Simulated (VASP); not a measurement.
Here is a VASP 6.6.1 calculation.

INCAR

```
SYSTEM = Au
PREC = Accurate
ENCUT = 520
EDIFF = 1E-6
ISMEAR = -1
SIGMA = 0.1
LREAL = .False.
LASPH = .True.
NELM = 100
ALGO = Normal
ISIF = 2
LWAVE = .False.
LCHARG = .False.
GGA = CA
NBANDS = 18
```

Contents of KPOINTS:

```
Automatic mesh
0
Gamma
  12 12 12
  0 0 0
```

POSCAR

```
Au
1.0
    0.0000000000      2.2801940117      2.2801940117
    2.2801940117      0.0000000000      2.2801940117
    2.2801940117      2.2801940117      0.0000000000
Au
2
Direct
   -0.1250000000     -0.1250000000     -0.1250000000
    0.1250000000      0.1250000000      0.1250000000
```

Potentials or basis: VASP PAW LDA potentials, release 64 (Au).

Run with:

```console
$ cat potpaw_LDA.64/Au/POTCAR > POTCAR
$ mpirun -np 1 vasp_std > vasp.out
```

(1) What does it give for the band gap on the k mesh?

(2) What does it give for the pressure?

Results:

(1) zero (bands 11 and 12 overlap by 0.83 eV).

(2) 482.5 GPa.

Caveat: the cell stands under pressure; spin-orbit coupling is left out, which moves the levels of the heavy elements.
